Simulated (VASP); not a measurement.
# InP (Fm-3m) in VASP: a series of runs

The runs below take InP through single point, with PBE.

Everything below comes from runs of VASP 6.6.1. Logs are shortened: lines on timing, memory, paths and dates and some standing lists are left out, and cuts for length are marked.

## 1. The cell of the first run

It takes space group Fm-3m (No. 225, cubic). Conventional cell: a = 5.545 Å, b = 5.545 Å, c = 5.545 Å, α = 90.00°, β = 90.00°, γ = 90.00°. Within 3.7 Å of In (site symmetry m-3m) lie 6 P at 2.77 Å. Within 3.7 Å of P (site symmetry m-3m) lie 6 In at 2.77 Å.

## 2. Single point, PBE

INCAR

```
SYSTEM = InP
PREC     = Accurate       ! precision mode
ENCUT    = 500            ! plane-wave cutoff, eV
EDIFF    = 1E-6           ! SCF threshold, eV
ISMEAR   = 0              ! smearing method
SIGMA    = 0.1            ! smearing width, eV
LREAL    = .FALSE.        ! projectors in reciprocal space
LASPH    = .TRUE.         ! aspherical terms in the spheres
NELM     = 120            ! most SCF steps
ALGO     = Normal         ! electronic algorithm
ISIF     = 2              ! what is computed and relaxed
LWAVE    = .FALSE.        ! write WAVECAR
LCHARG   = .TRUE.         ! write CHGCAR
GGA      = PE             ! functional
LELF     = .TRUE.         ! ELF
LVHAR    = .TRUE.       
NBANDS   = 16             ! bands
GGA_COMPAT= .FALSE.
```

KPOINTS

```
regular mesh
0
G
  6 6 6
  0 0 0
```

POSCAR

```
InP
1.0
    0.0000000000      2.7724027145      2.7724027145
    2.7724027145      0.0000000000      2.7724027145
    2.7724027145      2.7724027145      0.0000000000
In P
1 1
Direct
    0.0000000000      0.0000000000      0.0000000000
    0.5000000000      0.5000000000      0.5000000000
```

Potentials or basis: VASP PAW PBE potentials, release 64 (In_d, P).

Run with:

```console
$ cat potpaw_PBE.64/In_d/POTCAR potpaw_PBE.64/P/POTCAR > POTCAR
$ mpirun -np 1 vasp_std > vasp.out
```

OUTCAR:

```text
SYSTEM = InP
   PREC = Accurate
   ENCUT = 500
   EDIFF = 1E-6
   ISMEAR = 0
   LREAL = .FALSE.
   LASPH = .TRUE.
   NELM = 120
   ISIF = 2
   GGA = PE

 ion  position               nearest neighbor table
   1  0.000  0.000  0.000-   2 2.77   2 2.77   2 2.77   2 2.77   2 2.77   2 2.77
   2  0.500  0.500  0.500-   1 2.77   1 2.77   1 2.77   1 2.77   1 2.77   1 2.77

  LATTYP: Found a face centered cubic cell.
 ALAT       =     5.5448054290

  Lattice vectors:

 A1 = (   0.0000000000,   2.7724027145,   2.7724027145)
 A2 = (   2.7724027145,   0.0000000000,   2.7724027145)
 A3 = (   2.7724027145,   2.7724027145,   0.0000000000)

Analysis of symmetry for initial positions (statically):
=====================================================================
 Subroutine PRICEL returns:
 Original cell was already a primitive cell.

 Routine SETGRP: Setting up the symmetry group for a
 face centered cubic supercell.

 Subroutine GETGRP returns: Found 48 space group operations
 (whereof 48 operations were pure point group operations)
 out of a pool of 48 trial point group operations.

The static configuration has the point symmetry O_h .

Analysis of symmetry for dynamics (positions and initial velocities):
=====================================================================
 Subroutine PRICEL returns:
 Original cell was already a primitive cell.

 Routine SETGRP: Setting up the symmetry group for a
 face centered cubic supercell.

 Subroutine GETGRP returns: Found 48 space group operations
 (whereof 48 operations were pure point group operations)
 out of a pool of 48 trial point group operations.

The dynamic configuration has the point symmetry O_h .

 Subroutine INISYM returns: Found 48 space group operations
 (whereof 48 operations are pure point group operations),
 and found     1 'primitive' translations

----------------------------------------------------------------------------------------

                                     Primitive cell

  volume of cell :      42.6186

  direct lattice vectors                    reciprocal lattice vectors
     0.000000000  2.772402715  2.772402715    -0.180348979  0.180348979  0.180348979
     2.772402715  0.000000000  2.772402715     0.180348979 -0.180348979  0.180348979
     2.772402715  2.772402715  0.000000000     0.180348979  0.180348979 -0.180348979

  length of vectors
     3.920769519  3.920769519  3.920769519     0.312373595  0.312373595  0.312373595

  position of ions in fractional coordinates (direct lattice)
     0.000000000  0.000000000  0.000000000
     0.500000000  0.500000000  0.500000000

[... 69 lines left out ...]
   EDIFFG = 0.1E-04   stopping-criterion for IOM
   NSW    =      0    number of steps for IOM
   IBRION =     -1    ionic relax: 0-MD 1-quasi-New 2-CG
   NFREE  =      0    steps in history (QN), initial steepest desc. (CG)
   ISIF   =      2    stress and relaxation
   ISYM   =      2    0-nonsym 1-usesym 2-fastsym
   POTIM  = 0.5000    time-step for ionic-motion
   TEBEG  =    0.0;   TEEND  =   0.0 temperature during run
   PSTRESS=    0.0 pullay stress
   NELECT =      18.0000    total number of electrons
   NUPDOWN=      -1.0000    fix difference up-down
   EMIN   =  10.00;   EMAX   =-10.00  energy-range for DOS
   EFERMI =   0.00;   METHOD = LEGACY
   ISMEAR =     0;   SIGMA  =   0.10  broadening in eV -4-tet -1-fermi 0-gaus
   EFERMI_NEDOS =   21; number of points for ismear=-14 and -15
   IALGO  =     38    algorithm
   IMIX   =      4    mixing-type and parameters
     AMIX     =   0.40;   BMIX     =  1.00
     AMIX_MAG =   1.60;   BMIX_MAG =  1.00
  volume/ion in A,a.u.               =      21.31       143.80
  Fermi-wavevector in a.u.,A,eV,Ry     =   1.228286  2.321123 20.526912  1.508685
  Thomas-Fermi vector in A             =   2.363217
   LORBIT       =      0    0 simple, 1 ext, 2 COOP (PROOUT), +10 PAW based schemes
   GGA     = PE    functional components
   LHFCALC =     F    Hartree Fock is set to
   AEXX    =    0.0000 exact exchange contribution
   IVDW    =     0    specifies the selected vdW correction
   LEPSILON=     F    determine dielectric tensor
   LRPA    =     F    only Hartree local field effects (RPA)
 non-spin polarized calculation
 Gauss-broadening in eV      SIGMA  =   0.10
  energy-cutoff  :      500.00
  volume of cell :       42.62
 maximum number of plane-waves:      1106
 NGX is ok and might be reduce to    30
   NGX = 15   NGY = 15   NGZ = 15

 number of electron      18.0000008 magnetization

 Free energy of the ion-electron system (eV)
  ---------------------------------------------------
  ext. energy  EPLUGINS =         0.00000000
  ---------------------------------------------------
  free energy    TOTEN  =        -7.93188329 eV

  energy without entropy =       -7.92248005  energy(sigma->0) =       -7.92718167

 E-fermi :   6.9558     XC(G=0): -10.3781

 val. band max:        6.9453496123   @ k =   0.3333   0.0000   0.0000
 cond. band min:       7.1085874631   @ k =   0.5000   0.0000   0.0000
 fundamental gap:      0.1632378508
 Fermi energy:         6.9558464369

 k-point     1 :       0.0000    0.0000    0.0000
  band No.  band energies     occupation
      1      -7.1766      2.00000
      2      -7.1766      2.00000
      3      -7.1562      2.00000
      4      -7.1562      2.00000
      5      -7.1562      2.00000
      6      -5.0078      2.00000
[... 281 lines left out ...]
      3      -7.1647      2.00000
      4      -7.0894      2.00000
      5      -7.0442      2.00000
      6      -1.8395      2.00000
[... 8 lines left out ...]
     15      19.1805      0.00000
     16      20.3549      0.00000

------------------------ aborting loop because EDIFF is reached ----------------------------------------

  FORCE on cell =-STRESS in cart. coord.  units (eV):
  Direction    XX          YY          ZZ          XY          YZ          ZX
  --------------------------------------------------------------------------------------
  -------------------------------------------------------------------------------------
  Total       -0.0145208     -0.0145208     -0.0145208      0.0000000      0.0000000      0.0000000
  in kB       -0.5458865     -0.5458865     -0.5458865      0.0000000      0.0000000      0.0000000
  external PRESSURE =      -0.5458865 kB  Pullay stress =       0.0000000 kB

 VOLUME and BASIS-vectors are now :
 -----------------------------------------------------------------------------
  energy-cutoff  :      500.00
  volume of cell :       42.62
      direct lattice vectors                 reciprocal lattice vectors
     0.000000000  2.772402715  2.772402715    -0.180348979  0.180348979  0.180348979
     2.772402715  0.000000000  2.772402715     0.180348979 -0.180348979  0.180348979
     2.772402715  2.772402715  0.000000000     0.180348979  0.180348979 -0.180348979

 POSITION                                       TOTAL-FORCE (eV/Angst)
 -----------------------------------------------------------------------------------
      0.00000      0.00000      0.00000        -0.000000     -0.000000      0.000000
      2.77240      2.77240      2.77240         0.000000      0.000000     -0.000000
 -----------------------------------------------------------------------------------
    total drift:                               -0.000000      0.000000      0.000000

  FREE ENERGIE OF THE ION-ELECTRON SYSTEM (eV)
  ---------------------------------------------------
  free  energy   TOTEN  =        -7.9318832935 eV

  energy  without entropy=       -7.9224800455  energy(sigma->0) =       -7.92718167
```

stdout:

```text
POSCAR found type information on POSCAR InP
 POSCAR found :  2 types and       2 ions
 scaLAPACK will be used
 LDA part: xc-table for (Slater+PW92), standard interpolation
 POSCAR, INCAR and KPOINTS ok, starting setup
 FFT: planning ... GRIDC
 FFT: planning ... GRID_SOFT
 FFT: planning ... GRID
 WAVECAR not read
 entering main loop
```

Run time: 6.5 s. Hardware: 1 thread of Intel Xeon Platinum 8481C at 2.70GHz (Sapphire Rapids), shared host; peak memory 0.16 GiB.

What came out:

- Free energy: -7.9319 eV
- Pressure: -0.1 GPa
- Band gap on the k mesh: zero (band 9 reaches 7.26 eV, above the bottom of band 10 at 4.66 eV)

Caveat: spin-orbit coupling is left out, which moves the levels of the heavy elements.

## 3. Single point, PBE

This run uses another cell than the first one, of 23.27 Å³/atom, 1.092 times its volume.

INCAR

```
SYSTEM = InP
PREC = Accurate ; ENCUT = 500
EDIFF = 1E-6 ; ISMEAR = 0
SIGMA = 0.1 ; LREAL = .FALSE.
LASPH = .TRUE. ; NELM = 120
ALGO = Normal ; ISIF = 2
LWAVE = .FALSE. ; LCHARG = .FALSE.
GGA = PE ; NBANDS = 16
GGA_COMPAT = .FALSE.
```

KPOINTS is that of step 2.

POSCAR

```
InP
1.0
    0.0000000000      2.8550000200      2.8550000200
    2.8550000200      0.0000000000      2.8550000200
    2.8550000200      2.8550000200      0.0000000000
In P
1 1
Direct
    0.0000000000      0.0000000000      0.0000000000
    0.5000000000      0.5000000000      0.5000000000
```

Potentials or basis: VASP PAW PBE potentials, release 64 (In_d, P).

Run with:

```console
$ cat potpaw_PBE.64/In_d/POTCAR potpaw_PBE.64/P/POTCAR > POTCAR
$ mpirun -np 1 vasp_std > vasp.out
```

It took 5.7 s on 1 thread of Intel Xeon Platinum 8481C at 2.70GHz (Sapphire Rapids), shared host; peak memory 0.16 GiB.

The run converged. Its results:

```
Free energy            : -7.8631 eV
Pressure               : -5.1 GPa
Band gap on the k mesh : zero (band 9 reaches 6.22 eV, above the bottom of band 10 at 3.91 eV)
```

Levels at points of the mesh, in eV from the Fermi level:
```tsv
k point	band 7	band 8	band 9	band 10	band 11	band 12
(0.00, 0.00, 0.00)	-0.22	-0.22	-0.22	-0.16	7.10	7.10
(0.50, 0.00, 0.00)	-6.14	0.12	0.12	2.44	3.45	3.45
(0.50, 0.50, 0.00)	-4.38	-2.56	-2.04	-2.04	4.04	9.12
```

Caveat: spin-orbit coupling is left out, which moves the levels of the heavy elements.
